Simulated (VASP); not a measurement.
# Rb in VASP: notebook

Rb is run at these levels: PBE, LDA; tasks: single point.

All numbers are computed with VASP 6.6.1; they aren't measurements. Logs are shortened: lines on timing, memory, paths and dates and some standing lists are left out, and cuts for length are marked.

## (1) The cell of the first run

Symmetry: I4/mmm, No. 139, tetragonal system. Conventional cell: a = 6.025 Å, b = 6.025 Å, c = 5.569 Å, α = 90.00°, β = 90.00°, γ = 90.00°.

## (2) Single point, PBE (101.07 Å³/atom)

INCAR

```
SYSTEM = Rb
PREC = Accurate
ENCUT = 520
EDIFF = 1E-6
ISMEAR = -1
SIGMA = 0.05
LREAL = .FALSE.
LASPH = .TRUE.
NELM = 60
ALGO = Normal
ISIF = 2
LWAVE = .FALSE.
LCHARG = .TRUE.
GGA = PE
LELF = .TRUE.
LVHAR = .TRUE.
NBANDS = 10
```

KPOINTS

```
Automatic mesh
0
G
  7 7 7
  0 0 0
```

POSCAR

```
Rb
1.0
   -3.0124581780      3.0124581780      2.7844047774
    3.0124581780     -3.0124581780      2.7844047774
    3.0124581780      3.0124581780     -2.7844047774
Rb
1
Direct
    0.0000000000      0.0000000000      0.0000000000
```

Potentials or basis: VASP PAW PBE potentials, release 64 (Rb_sv).

Launch:

```sh
$ cat potpaw_PBE.64/Rb_sv/POTCAR > POTCAR
$ mpirun -np 1 vasp_std > vasp.out
```

OUTCAR:

```text
SYSTEM = Rb
   PREC = Accurate
   ENCUT = 520
   EDIFF = 1E-6
   ISMEAR = -1
   LREAL = .FALSE.
   LASPH = .TRUE.
   NELM = 60
   ISIF = 2
   GGA = PE

 ion  position               nearest neighbor table
   1  0.000  0.000  0.000-

  LATTYP: Found a body centered tetragonal cell.
 ALAT       =     6.0249163560
 C/A-ratio  =     0.9242965754

  Lattice vectors:

 A1 = (  -3.0124581780,   3.0124581780,   2.7844047774)
 A2 = (   3.0124581780,  -3.0124581780,   2.7844047774)
 A3 = (   3.0124581780,   3.0124581780,  -2.7844047774)

Analysis of symmetry for initial positions (statically):
=====================================================================
 Subroutine PRICEL returns:
 Original cell was already a primitive cell.

 Routine SETGRP: Setting up the symmetry group for a
 body centered tetragonal supercell.

 Subroutine GETGRP returns: Found 16 space group operations
 (whereof 16 operations were pure point group operations)
 out of a pool of 16 trial point group operations.

The static configuration has the point symmetry D_4h.

Analysis of symmetry for dynamics (positions and initial velocities):
=====================================================================
 Subroutine PRICEL returns:
 Original cell was already a primitive cell.

 Routine SETGRP: Setting up the symmetry group for a
 body centered tetragonal supercell.

 Subroutine GETGRP returns: Found 16 space group operations
 (whereof 16 operations were pure point group operations)
 out of a pool of 16 trial point group operations.

The dynamic configuration has the point symmetry D_4h.

 Subroutine INISYM returns: Found 16 space group operations
 (whereof 16 operations are pure point group operations),
 and found     1 'primitive' translations

----------------------------------------------------------------------------------------

                                     Primitive cell

  volume of cell :     101.0728

  direct lattice vectors                    reciprocal lattice vectors
    -3.012458178  3.012458178  2.784404777     0.000000000  0.165977408  0.179571592
     3.012458178 -3.012458178  2.784404777     0.165977408  0.000000000  0.179571592
     3.012458178  3.012458178 -2.784404777     0.165977408  0.165977408  0.000000000

  length of vectors
     5.089471339  5.089471339  5.089471339     0.244529051  0.244529051  0.234727501

  position of ions in fractional coordinates (direct lattice)
     0.000000000  0.000000000  0.000000000

  ion indices of the primitive-cell ions
   primitive index   ion index
                 1           1

----------------------------------------------------------------------------------------

 KPOINTS: Automatic mesh

Automatic generation of k-mesh.
 Grid dimensions read from file:
 generate k-points for:    7    7    7

 Generating k-lattice:

  Cartesian coordinates                     Fractional coordinates (reciprocal lattice)
     0.000000000  0.023711058  0.025653085     0.142857143  0.000000000  0.000000000
     0.023711058  0.000000000  0.025653085     0.000000000  0.142857143  0.000000000
     0.023711058  0.023711058  0.000000000     0.000000000  0.000000000  0.142857143

  Length of vectors
     0.034932722  0.034932722  0.033532500

  Shift w.r.t. Gamma in fractional coordinates (k-lattice)
     0.000000000  0.000000000  0.000000000

 Subroutine IBZKPT returns following result:
 ===========================================

 Found     40 irreducible k-points:

 Following reciprocal coordinates:
            Coordinates               Weight
  0.000000  0.000000  0.000000      1.000000
  0.142857  0.000000 -0.000000      8.000000
  0.285714 -0.000000  0.000000      8.000000
  0.428571  0.000000  0.000000      8.000000
  0.142857  0.142857 -0.000000      8.000000
  0.285714  0.142857 -0.000000     16.000000
[... 16 lines left out ...]
 -0.142857  0.285714  0.142857      8.000000
 -0.428571  0.428571  0.142857      8.000000
 [... further k-points ...]
   k-points           NKPTS =     40   k-points in BZ     NKDIM =     40   number of bands    NBANDS=     10
   number of dos      NEDOS =    301   number of ions     NIONS =      1
   total plane-waves  NPLWV =  64000
   dimension x,y,z NGX =    40 NGY =   40 NGZ =   40
   dimension x,y,z NGXF=    80 NGYF=   80 NGZF=   80
   ions per type =               1
   NGX,Y,Z   is equivalent  to a cutoff of  13.07, 13.07, 13.07 a.u.
   NGXF,Y,Z  is equivalent  to a cutoff of  26.13, 26.13, 26.13 a.u.
 SYSTEM =  Rb
   PREC   = accura    normal or accurate (medium, high low for compatibility)
   ISTART =      0    job   : 0-new  1-cont  2-samecut
   ICHARG =      2    charge: 1-file 2-atom 10-const
   ISPIN  =      1    spin polarized calculation?
   LNONCOLLINEAR =      F non collinear calculations
   LSORBIT =      F    spin-orbit coupling
   LASPH  =      T    aspherical Exc in radial PAW
   ENCUT  =  520.0 eV  38.22 Ry    6.18 a.u.   9.46  9.46  9.46*2*pi/ulx,y,z
   NELM   =     60;   NELMIN=  2; NELMDL= -5     # of ELM steps
   EDIFF  = 0.1E-05   stopping-criterion for ELM
   LREAL  =      F    real-space projection
   EDIFFG = 0.1E-04   stopping-criterion for IOM
   NSW    =      0    number of steps for IOM
   IBRION =     -1    ionic relax: 0-MD 1-quasi-New 2-CG
   NFREE  =      0    steps in history (QN), initial steepest desc. (CG)
   ISIF   =      2    stress and relaxation
   ISYM   =      2    0-nonsym 1-usesym 2-fastsym
   POTIM  = 0.5000    time-step for ionic-motion
   TEBEG  =    0.0;   TEEND  =   0.0 temperature during run
   PSTRESS=    0.0 pullay stress
   NELECT =       9.0000    total number of electrons
   NUPDOWN=      -1.0000    fix difference up-down
   EMIN   =  10.00;   EMAX   =-10.00  energy-range for DOS
   EFERMI =   0.00;   METHOD = LEGACY
   ISMEAR =    -1;   SIGMA  =   0.05  broadening in eV -4-tet -1-fermi 0-gaus
   EFERMI_NEDOS =   21; number of points for ismear=-14 and -15
   IALGO  =     38    algorithm
   IMIX   =      4    mixing-type and parameters
     AMIX     =   0.40;   BMIX     =  1.00
     AMIX_MAG =   1.60;   BMIX_MAG =  1.00
  volume/ion in A,a.u.               =     101.07       682.07
  Fermi-wavevector in a.u.,A,eV,Ry     =   0.731045  1.381475  7.271321  0.534427
  Thomas-Fermi vector in A             =   1.823165
   LORBIT       =      0    0 simple, 1 ext, 2 COOP (PROOUT), +10 PAW based schemes
   GGA     = PE    functional components
   LHFCALC =     F    Hartree Fock is set to
   AEXX    =    0.0000 exact exchange contribution
   IVDW    =     0    specifies the selected vdW correction
   LEPSILON=     F    determine dielectric tensor
   LRPA    =     F    only Hartree local field effects (RPA)
 non-spin polarized calculation
  energy-cutoff  :      520.00
  volume of cell :      101.07
 maximum number of plane-waves:      2750
 NGX is ok and might be reduce to    40
   NGX = 19   NGY = 19   NGZ = 19

 number of electron       9.0000000 magnetization

 Free energy of the ion-electron system (eV)
  ---------------------------------------------------
  ext. energy  EPLUGINS =         0.00000000
  ---------------------------------------------------
  free energy    TOTEN  =        -0.93467977 eV

  energy without entropy =       -0.92746132  energy(sigma->0) =       -0.93107055

 E-fermi :  -0.2109     XC(G=0):  -5.2203

 val. band max:       -0.2568298653   @ k =   0.4286   0.0000   0.0000
 cond. band min:      -0.2041048506   @ k =  -0.4286   0.4286   0.1429
 fundamental gap:      0.0527250147
 Fermi energy:        -0.2108948085

 k-point     1 :       0.0000    0.0000    0.0000
  band No.  band energies     occupation
      1     -29.1741      2.00000
      2     -13.2247      2.00000
      3     -13.2247      2.00000
      4     -13.2240      2.00000
      5      -2.0457      2.00000
      6       3.1281      0.00000
      7       3.5147      0.00000
      8       3.5147      0.00000
      9       3.9671      0.00000
     10       4.4914      0.00000

 k-point     2 :       0.1429    0.0000   -0.0000
  band No.  band energies     occupation
      1     -29.1736      2.00000
      2     -13.2369      2.00000
      3     -13.2291      2.00000
      4     -13.2248      2.00000
      5      -1.8212      2.00000
      6       2.9752      0.00000
      7       3.0505      0.00000
      8       3.5428      0.00000
      9       3.9495      0.00000
     10       4.2249      0.00000

 k-point     3 :       0.2857   -0.0000    0.0000
  band No.  band energies     occupation
      1     -29.1726      2.00000
      2     -13.2647      2.00000
      3     -13.2389      2.00000
      4     -13.2257      2.00000
      5      -1.1836      2.00000
      6       1.9994      0.00000
      7       2.5405      0.00000
      8       4.0384      0.00000
      9       4.1052      0.00000
     10       4.1796      0.00000

 k-point     4 :       0.4286    0.0000    0.0000
  band No.  band energies     occupation
      1     -29.1717      2.00000
      2     -13.2867      2.00000
      3     -13.2468      2.00000
      4     -13.2265      2.00000
      5      -0.2568      1.42955
      6       0.9353      0.00000
      7       2.2650      0.00000
      8       3.9251      0.00000
      9       4.4107      0.00000
     10       4.8206      0.00000
[... 222 lines left out ...]
 k-point    22 :      -0.2857    0.2857    0.1429
  band No.  band energies     occupation
      1     -29.1723      2.00000
      2     -13.2635      2.00000
      3     -13.2397      2.00000
      4     -13.2340      2.00000
      5      -1.0588      2.00000
      6       1.8832      0.00000
      7       2.9687      0.00000
      8       3.0445      0.00000
      9       4.2735      0.00000
     10       4.3574      0.00000

 k-point    23 :      -0.1429    0.2857    0.1429
  band No.  band energies     occupation
      1     -29.1723      2.00000
      2     -13.2614      2.00000
      3     -13.2441      2.00000
      4     -13.2332      2.00000
      5      -1.0412      2.00000
      6       2.0841      0.00000
      7       2.5318      0.00000
      8       3.2406      0.00000
      9       4.1877      0.00000
     10       4.3853      0.00000

 k-point    24 :      -0.4286    0.4286    0.1429
  band No.  band energies     occupation
      1     -29.1715      2.00000
      2     -13.2845      2.00000
      3     -13.2464      2.00000
      4     -13.2326      2.00000
      5      -0.2041      0.93220
      6       0.8611      0.00000
      7       2.7705      0.00000
      8       3.0149      0.00000
      9       4.1619      0.00000
     10       5.1413      0.00000

 [... further k-points ...]

------------------------ aborting loop because EDIFF is reached ----------------------------------------

  FORCE on cell =-STRESS in cart. coord.  units (eV):
  Direction    XX          YY          ZZ          XY          YZ          ZX
  --------------------------------------------------------------------------------------
  -------------------------------------------------------------------------------------
  Total       -0.1419141     -0.1419141     -0.1689827      0.0000000      0.0000000      0.0000000
  in kB       -2.2495811     -2.2495811     -2.6786651      0.0000000      0.0000000      0.0000000
  external PRESSURE =      -2.3926091 kB  Pullay stress =       0.0000000 kB

 VOLUME and BASIS-vectors are now :
 -----------------------------------------------------------------------------
  energy-cutoff  :      520.00
  volume of cell :      101.07
      direct lattice vectors                 reciprocal lattice vectors
    -3.012458178  3.012458178  2.784404777     0.000000000  0.165977408  0.179571592
     3.012458178 -3.012458178  2.784404777     0.165977408  0.000000000  0.179571592
     3.012458178  3.012458178 -2.784404777     0.165977408  0.165977408  0.000000000

 POSITION                                       TOTAL-FORCE (eV/Angst)
 -----------------------------------------------------------------------------------
      0.00000      0.00000      0.00000         0.000000     -0.000000     -0.000000
 -----------------------------------------------------------------------------------
    total drift:                               -0.000000      0.000000     -0.000000

  FREE ENERGIE OF THE ION-ELECTRON SYSTEM (eV)
  ---------------------------------------------------
  free  energy   TOTEN  =        -0.9346797730 eV

  energy  without entropy=       -0.9274613197  energy(sigma->0) =       -0.93107055
```

Wall time 49 s (1 thread of Intel Xeon 8259CL, shared host); peak memory 0.24 GiB.

Results:

* Free energy: -0.9347 eV
* Pressure: -0.2 GPa
* Band gap on the k mesh: zero (an odd number of electrons rules out a gap without spin polarisation)

## (3) Single point, PBE (the cell strained at random)

INCAR

```
  ALGO = Fast
  EDIFF = 1E-7
  ENCUT = 520
  GGA = PE
  ISIF = 2
  ISMEAR = -1
  LASPH = True
  LCHARG = False
  LREAL = False
  LWAVE = False
  NBANDS = 10
  NELM = 100
  PREC = Accurate
  SIGMA = 0.05
```

KPOINTS

```
k-points
0
Gamma
  7 7 7
```

POSCAR

```
Rb
1.0
   -2.9018470000      2.8693060000      2.7765070000
    2.9545430000     -2.8932210000      2.8593930000
    2.9098850000      2.9012590000     -2.8023810000
Rb
1
Direct
   -0.0056280000      0.0025700000     -0.0038240000
```

Potentials or basis: VASP PAW PBE potentials, release 64 (Rb_sv).

Launch:

```sh
$ cat potpaw_PBE.64/Rb_sv/POTCAR > POTCAR
$ mpirun -np 1 vasp_std > vasp.out
```

Wall time 3.6 min (1 thread of Intel Xeon 8259CL, shared host); peak memory 0.34 GiB.

It converged, with:

| Quantity | Value |
| --- | --- |
| Free energy | -0.9402 eV |
| Pressure | -0.1 GPa |
| Band gap on the k mesh | zero (an odd number of electrons rules out a gap without spin polarisation) |

Levels at points of the mesh, in eV from the Fermi level:
| k point | band 1 | band 2 | band 3 | band 4 | band 5 | band 6 | band 7 | band 8 | band 9 | band 10 |
| --- | --- | --- | --- | --- | --- | --- | --- | --- | --- | --- |
| (0.00, 0.00, 0.00) | -28.93 | -12.97 | -12.97 | -12.97 | -1.91 | 3.53 | 3.65 | 3.74 | 4.43 | 4.66 |

Caveat: the cell differs from its parent crystal (the cell strained at random).

## (4) Single point, LDA

This run uses another cell than the first one, of 95.35 Å³/atom.

INCAR

```
SYSTEM = Rb
PREC = Accurate ; ENCUT = 520
EDIFF = 1E-7 ; ISMEAR = -1
SIGMA = 0.025 ; LREAL = .False.
LASPH = .True. ; NELM = 80
ALGO = Normal ; ISIF = 2
LWAVE = .False. ; LCHARG = .False.
GGA = CA ; NBANDS = 10
```

KPOINTS

```
Automatic mesh
0
Gamma
  7 7 7
  0 0 0
```

POSCAR

```
Rb
1.0
   -2.9545118615      2.9545118615      2.7308451955
    2.9545118615     -2.9545118615      2.7308451955
    2.9545118615      2.9545118615     -2.7308451955
Rb
1
Direct
    0.0000000000      0.0000000000      0.0000000000
```

Potentials or basis: VASP PAW LDA potentials, release 64 (Rb_sv).

Launch:

```sh
$ cat potpaw_LDA.64/Rb_sv/POTCAR > POTCAR
$ mpirun -np 1 vasp_std > vasp.out
```

Run time: 94 s. Hardware: 1 thread of AMD EPYC, shared host; peak memory 0.16 GiB.

The run converged. Its results:

```
Free energy            : -1.0319 eV
Pressure               : -0.5 GPa
Band gap on the k mesh : zero (an odd number of electrons rules out a gap without spin polarisation)
```

Levels at points of the mesh, in eV from the Fermi level:
```
           k point  band 1  band 2  band 3  band 4  band 5  band 6  band 7  band 8  band 9  band 10
(0.00, 0.00, 0.00)  -28.82  -12.92  -12.92  -12.92   -1.91    3.30    3.69    3.69    4.21     4.75
```

## (5) Single point, LDA

This run uses another cell than the first one, of 95.35 Å³/atom.

INCAR

```
SYSTEM = Rb
PREC = Accurate ; ENCUT = 520
EDIFF = 1E-6 ; ISMEAR = -1
SIGMA = 0.01 ; LREAL = .False.
LASPH = .True. ; NELM = 80
ALGO = Normal ; ISIF = 2
LWAVE = .False. ; LCHARG = .False.
GGA = CA ; NBANDS = 10
```

KPOINTS

```
regular mesh
0
Gamma
  7 7 7
  0 0 0
```

POSCAR is that of step 4.

Launch:

```sh
$ cat potpaw_LDA.64/Rb_sv/POTCAR > POTCAR
$ mpirun -np 1 vasp_std > vasp.out
```

It took 66 s on 1 thread of AMD EPYC, shared host; peak memory 0.17 GiB.

It converged, with:

| Property | Result |
| --- | --- |
| Free energy | -1.0312 eV |
| Pressure | -0.5 GPa |
| Band gap on the k mesh | zero (an odd number of electrons rules out a gap without spin polarisation) |

Levels at points of the mesh, in eV from the Fermi level:
```csv
k point,band 2,band 3,band 4,band 5,band 6,band 7,band 8,band 9
"(0.00, 0.00, 0.00)",-12.92,-12.92,-12.92,-1.91,3.30,3.69,3.69,4.21
```

## (6) Summary

```csv
level,potentials or basis,cell,smearing,gap on the mesh (eV),pressure (GPa)
PBE,"VASP PAW PBE potentials, release 64 (Rb_sv)","a = 5.089 Å, angles 107.4, 107.4, 113.7°, 1 atom",fermi-dirac 0.05 eV,none,-0.2
PBE,"VASP PAW PBE potentials, release 64 (Rb_sv)","a = 4.936, b = 5.028, c = 4.974 Å, angles 108.2, 108.8, 111.1°, 1 atom",fermi-dirac 0.05 eV,none,-0.1
LDA,"VASP PAW LDA potentials, release 64 (Rb_sv)","a = 4.992 Å, angles 107.4, 107.4, 113.7°, 1 atom",fermi-dirac 0.025 eV,none,-0.5
LDA,"VASP PAW LDA potentials, release 64 (Rb_sv)","a = 4.992 Å, angles 107.4, 107.4, 113.7°, 1 atom",fermi-dirac 0.01 eV,none,-0.5
```

Alike in all rows: task single point; no spin polarisation; k mesh 7 × 7 × 7; cutoff (eV) 520.

Absolute energies hang on the potentials; compare differences alone.
